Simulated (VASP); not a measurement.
# SnSe2 (P-3m1) in VASP: a series of runs

Runs on SnSe2. Level: PBE+D3(BJ). Tasks: single point.

All numbers are computed with VASP 6.6.1; they aren't measurements. Logs are shortened: lines on timing, memory, paths and dates and some standing lists are left out, and cuts for length are marked.

### 1 The cell of the first run

It takes space group P-3m1 (No. 164, trigonal). The conventional cell has a = 3.738 Å, b = 3.738 Å, c = 7.018 Å, α = 90.00°, β = 90.00°, γ = 120.00°. Sn (site symmetry -3m) has 6 Se at 2.85 Å and 6 Sn at 3.74 Å within 3.8 Å. Within 4.0 Å of Se (site symmetry 3m) lie 3 Sn at 2.85 Å and 9 Se at 3.74 to 3.94 Å.

### 2 Single point, PBE+D3(BJ) (28.31 Å³/atom)

Input file INCAR:

```
SYSTEM = SnSe2
PREC = Accurate
ENCUT = 500
EDIFF = 1E-6
ISMEAR = 0
SIGMA = 0.03
LREAL = .False.
LASPH = .True.
NELM = 120
ALGO = Normal
ISIF = 2
LWAVE = .False.
LCHARG = .False.
GGA = PE
IVDW = 12
NBANDS = 20
GGA_COMPAT = .False.
```

Input file KPOINTS:

```
regular mesh
0
Gamma
  12 12 6
  0 0 0
```

Input file POSCAR:

```
SnSe2
1.0
    3.7382480867      0.0000000000      0.0000000000
   -1.8691240434      3.2374178087      0.0000000000
    0.0000000000      0.0000000000      7.0181869580
Sn Se
1 2
Direct
    0.0000000000      0.0000000000      0.0000000000
    0.3333333333      0.6666666667      0.2651331237
    0.6666666667      0.3333333333      0.7348668763
```

Potentials or basis: VASP PAW PBE potentials, release 64 (Sn_d, Se).

Command:

```sh
> cat potpaw_PBE.64/Sn_d/POTCAR potpaw_PBE.64/Se/POTCAR > POTCAR
> mpirun -np 1 vasp_std > vasp.out
```

OUTCAR:

```text
SYSTEM = SnSe2
   PREC = Accurate
   ENCUT = 500
   EDIFF = 1E-6
   ISMEAR = 0
   LREAL = .False.
   LASPH = .True.
   NELM = 120
   ISIF = 2
   GGA = PE
   IVDW = 12
 IVDW          = 12

 ion  position               nearest neighbor table
   1  0.000  0.000  0.000-   2 2.85   3 2.85   2 2.85   3 2.85   3 2.85   2 2.85
   2  0.333  0.667  0.265-   1 2.85   1 2.85   1 2.85
   3  0.667  0.333  0.735-   1 2.85   1 2.85   1 2.85

  LATTYP: Found a hexagonal cell.
 ALAT       =     3.7382480867
 C/A-ratio  =     1.8774000000

  Lattice vectors:

 A1 = (   3.7382480867,   0.0000000000,   0.0000000000)
 A2 = (  -1.8691240434,   3.2374178087,   0.0000000000)
 A3 = (   0.0000000000,   0.0000000000,   7.0181869580)

Analysis of symmetry for initial positions (statically):
=====================================================================
 Subroutine PRICEL returns:
 Original cell was already a primitive cell.

 Routine SETGRP: Setting up the symmetry group for a
 hexagonal supercell.

 Subroutine GETGRP returns: Found 12 space group operations
 (whereof 12 operations were pure point group operations)
 out of a pool of 24 trial point group operations.

The static configuration has the point symmetry D_3d.

Analysis of symmetry for dynamics (positions and initial velocities):
=====================================================================
 Subroutine PRICEL returns:
 Original cell was already a primitive cell.

 Routine SETGRP: Setting up the symmetry group for a
 hexagonal supercell.

 Subroutine GETGRP returns: Found 12 space group operations
 (whereof 12 operations were pure point group operations)
 out of a pool of 24 trial point group operations.

The dynamic configuration has the point symmetry D_3d.

 Subroutine INISYM returns: Found 12 space group operations
 (whereof 12 operations are pure point group operations),
 and found     1 'primitive' translations

----------------------------------------------------------------------------------------

                                     Primitive cell

  volume of cell :      84.9360

  direct lattice vectors                    reciprocal lattice vectors
     3.738248087  0.000000000  0.000000000     0.267504985  0.154444075  0.000000000
    -1.869124043  3.237417809  0.000000000     0.000000000  0.308888151  0.000000000
     0.000000000  0.000000000  7.018186958     0.000000000  0.000000000  0.142486942

  length of vectors
     3.738248087  3.738248087  7.018186958     0.308888151  0.308888151  0.142486942

  position of ions in fractional coordinates (direct lattice)
     0.000000000  0.000000000  0.000000000
     0.333333333  0.666666667  0.265133124
     0.666666667  0.333333333  0.734866876

  ion indices of the primitive-cell ions
   primitive index   ion index
                 1           1
                 2           2
                 3           3

----------------------------------------------------------------------------------------

 KPOINTS: regular mesh

Automatic generation of k-mesh.
 Grid dimensions read from file:
 generate k-points for:   12   12    6

 Generating k-lattice:

  Cartesian coordinates                     Fractional coordinates (reciprocal lattice)
     0.022292082  0.012870340  0.000000000     0.083333333 -0.000000000  0.000000000
     0.000000000  0.025740679  0.000000000     0.000000000  0.083333333  0.000000000
     0.000000000  0.000000000  0.023747824     0.000000000  0.000000000  0.166666667

  Length of vectors
     0.025740679  0.025740679  0.023747824

  Shift w.r.t. Gamma in fractional coordinates (k-lattice)
     0.000000000  0.000000000  0.000000000

 Subroutine IBZKPT returns following result:
 ===========================================

 Found    100 irreducible k-points:

 Following reciprocal coordinates:
            Coordinates               Weight
  0.000000  0.000000  0.000000      1.000000
  0.083333 -0.000000  0.000000      6.000000
  0.166667 -0.000000  0.000000      6.000000
  0.250000 -0.000000  0.000000      6.000000
  0.333333 -0.000000  0.000000      6.000000
  0.416667  0.000000  0.000000      6.000000
[... 16 lines left out ...]
  0.166667 -0.000000  0.166667      6.000000
  0.000000  0.166667  0.166667      6.000000
 [... further k-points ...]
   k-points           NKPTS =    100   k-points in BZ     NKDIM =    100   number of bands    NBANDS=     20
   number of dos      NEDOS =    301   number of ions     NIONS =      3
   total plane-waves  NPLWV =  42336
   dimension x,y,z NGX =    28 NGY =   28 NGZ =   54
   dimension x,y,z NGXF=    56 NGYF=   56 NGZF=  108
   ions per type =               1   2
   NGX,Y,Z   is equivalent  to a cutoff of  12.45, 12.45, 12.79 a.u.
   NGXF,Y,Z  is equivalent  to a cutoff of  24.90, 24.90, 25.58 a.u.
 SYSTEM =  SnSe2
   PREC   = accura    normal or accurate (medium, high low for compatibility)
   ISTART =      0    job   : 0-new  1-cont  2-samecut
   ICHARG =      2    charge: 1-file 2-atom 10-const
   ISPIN  =      1    spin polarized calculation?
   LNONCOLLINEAR =      F non collinear calculations
   LSORBIT =      F    spin-orbit coupling
   LASPH  =      T    aspherical Exc in radial PAW
   ENCUT  =  500.0 eV  36.75 Ry    6.06 a.u.   6.82  6.82 12.80*2*pi/ulx,y,z
   NELM   =    120;   NELMIN=  2; NELMDL= -5     # of ELM steps
   EDIFF  = 0.1E-05   stopping-criterion for ELM
   LREAL  =      F    real-space projection
   EDIFFG = 0.1E-04   stopping-criterion for IOM
   NSW    =      0    number of steps for IOM
   IBRION =     -1    ionic relax: 0-MD 1-quasi-New 2-CG
   NFREE  =      0    steps in history (QN), initial steepest desc. (CG)
   ISIF   =      2    stress and relaxation
   ISYM   =      2    0-nonsym 1-usesym 2-fastsym
   POTIM  = 0.5000    time-step for ionic-motion
   TEBEG  =    0.0;   TEEND  =   0.0 temperature during run
   PSTRESS=    0.0 pullay stress
   NELECT =      26.0000    total number of electrons
   NUPDOWN=      -1.0000    fix difference up-down
   EMIN   =  10.00;   EMAX   =-10.00  energy-range for DOS
   EFERMI =   0.00;   METHOD = LEGACY
   ISMEAR =     0;   SIGMA  =   0.03  broadening in eV -4-tet -1-fermi 0-gaus
   EFERMI_NEDOS =   21; number of points for ismear=-14 and -15
   IALGO  =     38    algorithm
   IMIX   =      4    mixing-type and parameters
     AMIX     =   0.40;   BMIX     =  1.00
     AMIX_MAG =   1.60;   BMIX_MAG =  1.00
  volume/ion in A,a.u.               =      28.31       191.06
  Fermi-wavevector in a.u.,A,eV,Ry     =   1.103321  2.084975 16.562616  1.217318
  Thomas-Fermi vector in A             =   2.239778
   LORBIT       =      0    0 simple, 1 ext, 2 COOP (PROOUT), +10 PAW based schemes
   GGA     = PE    functional components
   LHFCALC =     F    Hartree Fock is set to
   AEXX    =    0.0000 exact exchange contribution
   IVDW    =    12    specifies the selected vdW correction
   LEPSILON=     F    determine dielectric tensor
   LRPA    =     F    only Hartree local field effects (RPA)
 non-spin polarized calculation
 Gauss-broadening in eV      SIGMA  =   0.03
  energy-cutoff  :      500.00
  volume of cell :       84.94
 maximum number of plane-waves:      2185
   NGX = 13   NGY = 13   NGZ = 25

 number of electron      25.9999990 magnetization

 Free energy of the ion-electron system (eV)
  ---------------------------------------------------
  ext. energy  EPLUGINS =         0.00000000
  ---------------------------------------------------
  free energy    TOTEN  =       -11.38529150 eV

  energy without entropy =      -11.38441184  energy(sigma->0) =      -11.38485167

 E-fermi :   3.6487     XC(G=0):  -9.1173

 val. band max:        3.6479656042   @ k =   0.1667  -0.0000   0.1667
 cond. band min:       3.6542757988   @ k =   0.0000   0.0000   0.1667
 fundamental gap:      0.0063101946
 Fermi energy:         3.6486618561

 k-point     1 :       0.0000    0.0000    0.0000
  band No.  band energies     occupation
      1     -17.9327      2.00000
      2     -17.9327      2.00000
      3     -17.8669      2.00000
      4     -17.8544      2.00000
      5     -17.8544      2.00000
      6      -9.9176      2.00000
[... 12 lines left out ...]
     19      12.2084      0.00000
     20      12.7393      0.00000

 k-point     2 :       0.0833   -0.0000    0.0000
  band No.  band energies     occupation
      1     -17.9336      2.00000
      2     -17.9291      2.00000
      3     -17.8648      2.00000
      4     -17.8572      2.00000
      5     -17.8549      2.00000
      6      -9.8529      2.00000
[... 12 lines left out ...]
     19      11.8837      0.00000
     20      12.4428      0.00000

 k-point     3 :       0.1667   -0.0000    0.0000
  band No.  band energies     occupation
      1     -17.9366      2.00000
      2     -17.9192      2.00000
      3     -17.8647      2.00000
      4     -17.8588      2.00000
      5     -17.8563      2.00000
      6      -9.6647      2.00000
[... 12 lines left out ...]
     19      11.7594      0.00000
     20      12.3674      0.00000

 k-point     4 :       0.2500   -0.0000    0.0000
  band No.  band energies     occupation
      1     -17.9415      2.00000
      2     -17.9057      2.00000
      3     -17.8744      2.00000
      4     -17.8581      2.00000
      5     -17.8503      2.00000
      6      -9.3738      2.00000
[... 12 lines left out ...]
     19      11.9988      0.00000
     20      12.4830      0.00000

 k-point     5 :       0.3333   -0.0000    0.0000
  band No.  band energies     occupation
      1     -17.9473      2.00000
      2     -17.8924      2.00000
      3     -17.8837      2.00000
      4     -17.8597      2.00000
      5     -17.8414      2.00000
      6      -9.0233      2.00000
[... 12 lines left out ...]
     19      11.8056      0.00000
     20      13.2042      0.00000
[... 353 lines left out ...]
      6      -9.8223      2.00000
[... 12 lines left out ...]
     19      11.7035      0.00000
     20      12.5812      0.00000

 k-point    22 :       0.0000    0.0833    0.1667
  band No.  band energies     occupation
      1     -17.9336      2.00000
      2     -17.9291      2.00000
      3     -17.8648      2.00000
      4     -17.8572      2.00000
      5     -17.8549      2.00000
      6      -9.8223      2.00000
[... 12 lines left out ...]
     19      11.7319      0.00000
     20      12.4472      0.00000

 k-point    23 :       0.1667   -0.0000    0.1667
  band No.  band energies     occupation
      1     -17.9366      2.00000
      2     -17.9192      2.00000
      3     -17.8647      2.00000
      4     -17.8588      2.00000
      5     -17.8563      2.00000
      6      -9.6349      2.00000
[... 12 lines left out ...]
     19      11.9306      0.00000
     20      12.1866      0.00000

 k-point    24 :       0.0000    0.1667    0.1667
  band No.  band energies     occupation
      1     -17.9366      2.00000
      2     -17.9192      2.00000
      3     -17.8647      2.00000
      4     -17.8588      2.00000
      5     -17.8563      2.00000
      6      -9.6349      2.00000
[... 12 lines left out ...]
     19      11.5682      0.00000
     20      11.9614      0.00000

 [... further k-points ...]

------------------------ aborting loop because EDIFF is reached ----------------------------------------

 Edisp (eV)   -0.98179

 E8    (eV) :    -0.4297

  FORCE on cell =-STRESS in cart. coord.  units (eV):
  Direction    XX          YY          ZZ          XY          YZ          ZX
  --------------------------------------------------------------------------------------
  -------------------------------------------------------------------------------------
  Total      -0.45954    -0.45954    -6.93235     0.00000     0.00000    -0.00000
  in kB      -8.66852    -8.66852  -130.76740     0.00000     0.00000    -0.00000
  external pressure =      -49.37 kB  Pullay stress =        0.00 kB

 VOLUME and BASIS-vectors are now :
 -----------------------------------------------------------------------------
  energy-cutoff  :      500.00
  volume of cell :       84.94
      direct lattice vectors                 reciprocal lattice vectors
     3.738248087  0.000000000  0.000000000     0.267504985  0.154444075  0.000000000
    -1.869124043  3.237417809  0.000000000     0.000000000  0.308888151  0.000000000
     0.000000000  0.000000000  7.018186958     0.000000000  0.000000000  0.142486942

 POSITION                                       TOTAL-FORCE (eV/Angst)
 -----------------------------------------------------------------------------------
      0.00000      0.00000      0.00000         0.000000      0.000000      0.000000
     -0.00000      2.15828      1.86075        -0.000000     -0.000000     -1.578595
      1.86912      1.07914      5.15743         0.000000      0.000000      1.578595
 -----------------------------------------------------------------------------------
    total drift:                               -0.000000      0.000000      0.000000

  FREE ENERGIE OF THE ION-ELECTRON SYSTEM (eV)
  ---------------------------------------------------
  free  energy   TOTEN  =       -12.3670786631 eV

  energy  without entropy=      -12.3661990014  energy(sigma->0) =      -12.36663883
```

Run time: 2.1 min. Hardware: 1 thread of Intel Xeon 8259CL, shared host; peak memory 0.31 GiB.

Results:

```
Free energy                : -12.3671 eV
Pressure                   : -4.9 GPa
Largest force              : 1.579 eV/Å
Band gap on the k mesh     : zero (bands 13 and 14 overlap by 0.51 eV)
Dispersion energy per atom : -0.327 eV
```

Forces in eV/Å, atoms in the order of the input:
```
Sn   0.000  0.000  0.000
Se   0.000  0.000 -1.579
Se   0.000  0.000  1.579
```

Stress tensor (GPa, compression positive):
```
 -0.87   0.00   0.00
  0.00  -0.87   0.00
  0.00   0.00 -13.08
```

Levels at points of the mesh, in eV from the Fermi level:
```tsv
k point	band 9	band 10	band 11	band 12	band 13	band 14	band 15	band 16	band 17	band 18
(0.00, 0.00, 0.00)	-1.60	-0.18	-0.18	-0.03	-0.03	0.29	3.61	4.65	4.65	6.83
(0.50, 0.00, 0.00)	-4.43	-3.37	-2.03	-1.84	-0.46	0.42	3.03	4.38	4.40	4.82
(0.00, 0.00, 0.50)	-3.05	-0.27	-0.27	0.08	0.08	1.99	3.24	4.53	4.53	6.66
(0.50, 0.00, 0.50)	-4.72	-2.74	-1.69	-1.45	-0.72	-0.43	2.59	4.15	4.79	5.11
```

Caveat: the cell stands under tension; semilocal functionals underestimate gaps, so a narrow gap can read as zero; spin-orbit coupling is left out, which moves the levels of the heavy elements; forces of over 1 eV/Å act on the atoms, so gaps and moduli don't describe the material at rest.

[end of part 1 of 2]
